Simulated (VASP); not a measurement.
# Ca (Fm-3m) in VASP: further runs

Runs on Ca. Level: PBE. Tasks: single point.

Program: VASP 6.6.1. These are calculated values, not measurements. Logs are shortened: lines on timing, memory, paths and dates and some standing lists are left out, and cuts for length are marked.

## Step 1: The cell of the first run

Symmetry: Fm-3m, No. 225, cubic system. The conventional cell has a = 5.412 Å, b = 5.412 Å, c = 5.412 Å, α = 90.00°, β = 90.00°, γ = 90.00°. Ca (site symmetry m-3m) has 12 Ca at 3.83 Å within 5.0 Å.

## Step 2: Single point, PBE (volume scaled by 0.94)

Input file INCAR:

```
SYSTEM = Ca
PREC = Accurate ; ENCUT = 520
EDIFF = 1E-6 ; ISMEAR = 0
SIGMA = 0.1 ; LREAL = .FALSE.
LASPH = .TRUE. ; NELM = 80
ALGO = Normal ; ISIF = 2
LWAVE = .FALSE. ; LCHARG = .TRUE.
GGA = PE ; LELF = .TRUE.
LVHAR = .TRUE. ; NBANDS = 11
```

Input file KPOINTS:

```
regular mesh
0
G
  14 14 14
  0 0 0
```

Input file POSCAR:

```
Ca
1.0
    0.0000000000      2.7060050096      2.7060050096
    2.7060050096      0.0000000000      2.7060050096
    2.7060050096      2.7060050096      0.0000000000
Ca
1
Direct
    0.0000000000      0.0000000000      0.0000000000
```

Potentials or basis: VASP PAW PBE potentials, release 64 (Ca_sv).

On the command line:

```bash
cat potpaw_PBE.64/Ca_sv/POTCAR > POTCAR
mpirun -np 1 vasp_std > vasp.out
```

OUTCAR:

```text
SYSTEM = Ca
   PREC = Accurate
   ENCUT = 520
   EDIFF = 1E-6
   ISMEAR = 0
   LREAL = .FALSE.
   LASPH = .TRUE.
   NELM = 80
   ISIF = 2
   GGA = PE

 ion  position               nearest neighbor table
   1  0.000  0.000  0.000-

  LATTYP: Found a face centered cubic cell.
 ALAT       =     5.4120100192

  Lattice vectors:

 A1 = (   0.0000000000,   2.7060050096,   2.7060050096)
 A2 = (   2.7060050096,   0.0000000000,   2.7060050096)
 A3 = (   2.7060050096,   2.7060050096,   0.0000000000)

Analysis of symmetry for initial positions (statically):
=====================================================================
 Subroutine PRICEL returns:
 Original cell was already a primitive cell.

 Routine SETGRP: Setting up the symmetry group for a
 face centered cubic supercell.

 Subroutine GETGRP returns: Found 48 space group operations
 (whereof 48 operations were pure point group operations)
 out of a pool of 48 trial point group operations.

The static configuration has the point symmetry O_h .

Analysis of symmetry for dynamics (positions and initial velocities):
=====================================================================
 Subroutine PRICEL returns:
 Original cell was already a primitive cell.

 Routine SETGRP: Setting up the symmetry group for a
 face centered cubic supercell.

 Subroutine GETGRP returns: Found 48 space group operations
 (whereof 48 operations were pure point group operations)
 out of a pool of 48 trial point group operations.

The dynamic configuration has the point symmetry O_h .

 Subroutine INISYM returns: Found 48 space group operations
 (whereof 48 operations are pure point group operations),
 and found     1 'primitive' translations

----------------------------------------------------------------------------------------

                                     Primitive cell

  volume of cell :      39.6292

  direct lattice vectors                    reciprocal lattice vectors
     0.000000000  2.706005010  2.706005010    -0.184774233  0.184774233  0.184774233
     2.706005010  0.000000000  2.706005010     0.184774233 -0.184774233  0.184774233
     2.706005010  2.706005010  0.000000000     0.184774233  0.184774233 -0.184774233

  length of vectors
     3.826868984  3.826868984  3.826868984     0.320038359  0.320038359  0.320038359

  position of ions in fractional coordinates (direct lattice)
     0.000000000  0.000000000  0.000000000

  ion indices of the primitive-cell ions
   primitive index   ion index
                 1           1

----------------------------------------------------------------------------------------

 KPOINTS: regular mesh

Automatic generation of k-mesh.
 Grid dimensions read from file:
 generate k-points for:   14   14   14

 Generating k-lattice:

  Cartesian coordinates                     Fractional coordinates (reciprocal lattice)
    -0.013198159  0.013198159  0.013198159     0.071428571  0.000000000  0.000000000
     0.013198159 -0.013198159  0.013198159     0.000000000  0.071428571  0.000000000
     0.013198159  0.013198159 -0.013198159     0.000000000  0.000000000  0.071428571

  Length of vectors
     0.022859883  0.022859883  0.022859883

  Shift w.r.t. Gamma in fractional coordinates (k-lattice)
     0.000000000  0.000000000  0.000000000

 Subroutine IBZKPT returns following result:
 ===========================================

 Found    104 irreducible k-points:

 Following reciprocal coordinates:
            Coordinates               Weight
  0.000000  0.000000  0.000000      1.000000
  0.071429  0.000000  0.000000      8.000000
  0.142857  0.000000  0.000000      8.000000
  0.214286  0.000000  0.000000      8.000000
  0.285714  0.000000  0.000000      8.000000
  0.357143  0.000000  0.000000      8.000000
[... 16 lines left out ...]
  0.214286  0.142857  0.000000     24.000000
  0.285714  0.142857  0.000000     24.000000
 [... further k-points ...]
   k-points           NKPTS =    104   k-points in BZ     NKDIM =    104   number of bands    NBANDS=     11
   number of dos      NEDOS =    301   number of ions     NIONS =      1
   total plane-waves  NPLWV =  21952
   dimension x,y,z NGX =    28 NGY =   28 NGZ =   28
   dimension x,y,z NGXF=    56 NGYF=   56 NGZF=   56
   ions per type =               1
   NGX,Y,Z   is equivalent  to a cutoff of  12.16, 12.16, 12.16 a.u.
   NGXF,Y,Z  is equivalent  to a cutoff of  24.33, 24.33, 24.33 a.u.
 SYSTEM =  Ca
   PREC   = accura    normal or accurate (medium, high low for compatibility)
   ISTART =      0    job   : 0-new  1-cont  2-samecut
   ICHARG =      2    charge: 1-file 2-atom 10-const
   ISPIN  =      1    spin polarized calculation?
   LNONCOLLINEAR =      F non collinear calculations
   LSORBIT =      F    spin-orbit coupling
   LASPH  =      T    aspherical Exc in radial PAW
   ENCUT  =  520.0 eV  38.22 Ry    6.18 a.u.   7.12  7.12  7.12*2*pi/ulx,y,z
   NELM   =     80;   NELMIN=  2; NELMDL= -5     # of ELM steps
   EDIFF  = 0.1E-05   stopping-criterion for ELM
   LREAL  =      F    real-space projection
   EDIFFG = 0.1E-04   stopping-criterion for IOM
   NSW    =      0    number of steps for IOM
   IBRION =     -1    ionic relax: 0-MD 1-quasi-New 2-CG
   NFREE  =      0    steps in history (QN), initial steepest desc. (CG)
   ISIF   =      2    stress and relaxation
   ISYM   =      2    0-nonsym 1-usesym 2-fastsym
   POTIM  = 0.5000    time-step for ionic-motion
   TEBEG  =    0.0;   TEEND  =   0.0 temperature during run
   PSTRESS=    0.0 pullay stress
   NELECT =      10.0000    total number of electrons
   NUPDOWN=      -1.0000    fix difference up-down
   EMIN   =  10.00;   EMAX   =-10.00  energy-range for DOS
   EFERMI =   0.00;   METHOD = LEGACY
   ISMEAR =     0;   SIGMA  =   0.10  broadening in eV -4-tet -1-fermi 0-gaus
   EFERMI_NEDOS =   21; number of points for ismear=-14 and -15
   IALGO  =     38    algorithm
   IMIX   =      4    mixing-type and parameters
     AMIX     =   0.40;   BMIX     =  1.00
     AMIX_MAG =   1.60;   BMIX_MAG =  1.00
  volume/ion in A,a.u.               =      39.63       267.43
  Fermi-wavevector in a.u.,A,eV,Ry     =   1.034514  1.954947 14.561207  1.070219
  Thomas-Fermi vector in A             =   2.168813
   LORBIT       =      0    0 simple, 1 ext, 2 COOP (PROOUT), +10 PAW based schemes
   GGA     = PE    functional components
   LHFCALC =     F    Hartree Fock is set to
   AEXX    =    0.0000 exact exchange contribution
   IVDW    =     0    specifies the selected vdW correction
   LEPSILON=     F    determine dielectric tensor
   LRPA    =     F    only Hartree local field effects (RPA)
 non-spin polarized calculation
 Gauss-broadening in eV      SIGMA  =   0.10
  energy-cutoff  :      520.00
  volume of cell :       39.63
 maximum number of plane-waves:      1090
   NGX = 15   NGY = 15   NGZ = 15

 number of electron      10.0000000 magnetization

 Free energy of the ion-electron system (eV)
  ---------------------------------------------------
  ext. energy  EPLUGINS =         0.00000000
  ---------------------------------------------------
  free energy    TOTEN  =        -1.92346720 eV

  energy without entropy =       -1.91645531  energy(sigma->0) =       -1.91996125

 E-fermi :   2.2098     XC(G=0):  -7.9324

 val. band max:        2.1962667369   @ k =  -0.4286   0.1429   0.0000
 cond. band min:       2.2146459593   @ k =  -0.4286   0.2143   0.0714
 fundamental gap:      0.0183792224
 Fermi energy:         2.2097540207

 k-point     1 :       0.0000    0.0000    0.0000
  band No.  band energies     occupation
      1     -39.6570      2.00000
      2     -20.5646      2.00000
      3     -20.5646      2.00000
      4     -20.5646      2.00000
      5      -1.9213      2.00000
      6       4.6369      0.00000
      7       4.6369      0.00000
      8       4.6369      0.00000
      9       5.7887      0.00000
     10       5.7887      0.00000
     11      11.6109      0.00000

 k-point     2 :       0.0714    0.0000    0.0000
  band No.  band energies     occupation
      1     -39.6561      2.00000
      2     -20.5734      2.00000
      3     -20.5658      2.00000
      4     -20.5658      2.00000
      5      -1.8291      2.00000
      6       4.5351      0.00000
      7       4.6731      0.00000
      8       4.6731      0.00000
      9       5.7562      0.00000
     10       5.7562      0.00000
     11      11.7357      0.00000

 k-point     3 :       0.1429    0.0000    0.0000
  band No.  band energies     occupation
      1     -39.6536      2.00000
      2     -20.5980      2.00000
      3     -20.5691      2.00000
      4     -20.5691      2.00000
      5      -1.5574      2.00000
      6       4.2619      0.00000
      7       4.7554      0.00000
      8       4.7554      0.00000
      9       5.6974      0.00000
     10       5.6974      0.00000
     11      11.6974      0.00000

 k-point     4 :       0.2143    0.0000    0.0000
  band No.  band energies     occupation
      1     -39.6499      2.00000
      2     -20.6332      2.00000
      3     -20.5739      2.00000
      4     -20.5739      2.00000
      5      -1.1218      2.00000
      6       3.8820      0.00000
      7       4.7986      0.00000
      8       4.7986      0.00000
      9       5.7224      0.00000
     10       5.7224      0.00000
     11      10.5874      0.00000

 k-point     5 :       0.2857    0.0000    0.0000
  band No.  band energies     occupation
      1     -39.6459      2.00000
      2     -20.6719      2.00000
      3     -20.5792      2.00000
      4     -20.5792      2.00000
      5      -0.5497      2.00000
      6       3.4441      0.00000
      7       4.7380      0.00000
      8       4.7380      0.00000
      9       5.9105      0.00000
     10       5.9105      0.00000
     11       9.5098      0.00000
[... 211 lines left out ...]
 k-point    21 :      -0.0714    0.0714    0.0000
  band No.  band energies     occupation
      1     -39.6547      2.00000
      2     -20.5856      2.00000
      3     -20.5710      2.00000
      4     -20.5663      2.00000
      5      -1.6771      2.00000
      6       4.3849      0.00000
      7       4.7103      0.00000
      8       4.7385      0.00000
      9       5.6302      0.00000
     10       5.7920      0.00000
     11      11.8976      0.00000

 k-point    22 :       0.1429    0.1429    0.0000
  band No.  band energies     occupation
      1     -39.6525      2.00000
      2     -20.5970      2.00000
      3     -20.5766      2.00000
      4     -20.5766      2.00000
      5      -1.4379      2.00000
      6       4.1706      0.00000
      7       4.8389      0.00000
      8       4.8389      0.00000
      9       5.3034      0.00000
     10       5.9160      0.00000
     11      12.2186      0.00000

 k-point    23 :       0.2143    0.1429    0.0000
  band No.  band energies     occupation
      1     -39.6497      2.00000
      2     -20.6199      2.00000
      3     -20.5825      2.00000
      4     -20.5811      2.00000
      5      -1.1186      2.00000
      6       3.9259      0.00000
      7       4.8448      0.00000
      8       4.9383      0.00000
      9       5.2023      0.00000
     10       5.9812      0.00000
     11      11.5823      0.00000

 k-point    24 :       0.2857    0.1429    0.0000
  band No.  band energies     occupation
      1     -39.6462      2.00000
      2     -20.6514      2.00000
      3     -20.5885      2.00000
      4     -20.5866      2.00000
      5      -0.6473      2.00000
      6       3.6149      0.00000
      7       4.5995      0.00000
      8       4.9750      0.00000
      9       5.4398      0.00000
     10       6.1119      0.00000
     11      10.3746      0.00000

 [... further k-points ...]

------------------------ aborting loop because EDIFF is reached ----------------------------------------

  FORCE on cell =-STRESS in cart. coord.  units (eV):
  Direction    XX          YY          ZZ          XY          YZ          ZX
  --------------------------------------------------------------------------------------
  -------------------------------------------------------------------------------------
  Total        0.2965178      0.2965178      0.2965178      0.0000000     -0.0000000      0.0000000
  in kB       11.9879679     11.9879679     11.9879679      0.0000000     -0.0000000      0.0000000
  external PRESSURE =      11.9879679 kB  Pullay stress =       0.0000000 kB

 VOLUME and BASIS-vectors are now :
 -----------------------------------------------------------------------------
  energy-cutoff  :      520.00
  volume of cell :       39.63
      direct lattice vectors                 reciprocal lattice vectors
     0.000000000  2.706005010  2.706005010    -0.184774233  0.184774233  0.184774233
     2.706005010  0.000000000  2.706005010     0.184774233 -0.184774233  0.184774233
     2.706005010  2.706005010  0.000000000     0.184774233  0.184774233 -0.184774233

 POSITION                                       TOTAL-FORCE (eV/Angst)
 -----------------------------------------------------------------------------------
      0.00000      0.00000      0.00000         0.000000      0.000000      0.000000
 -----------------------------------------------------------------------------------
    total drift:                               -0.000000     -0.000000     -0.000000

  FREE ENERGIE OF THE ION-ELECTRON SYSTEM (eV)
  ---------------------------------------------------
  free  energy   TOTEN  =        -1.9234671966 eV

  energy  without entropy=       -1.9164553117  energy(sigma->0) =       -1.91996125
```

It took 25 s on 1 thread of Intel Xeon 6975P-C, shared host; peak memory 0.19 GiB.

Results:

| Property | Result |
| --- | --- |
| Free energy | -1.9235 eV |
| Pressure | 1.2 GPa |
| Band gap on the k mesh | zero (band 5 reaches 2.33 eV, above the bottom of band 6 at 2.11 eV) |

Levels at points of the mesh, in eV from the Fermi level:
```
           k point  band 1  band 2  band 3  band 4  band 5  band 6  band 7  band 8  band 9  band 10
(0.00, 0.00, 0.00)  -41.87  -22.77  -22.77  -22.77   -4.13    2.43    2.43    2.43    3.58     3.58
(0.50, 0.00, 0.00)  -41.85  -22.95  -22.80  -22.80   -1.01   -0.10    2.30    2.30    4.32     4.32
(0.50, 0.50, 0.00)  -41.84  -22.94  -22.84  -22.84   -0.52    0.55    1.09    4.31    4.52     4.52
```

(Continued in part 2 of 2.)
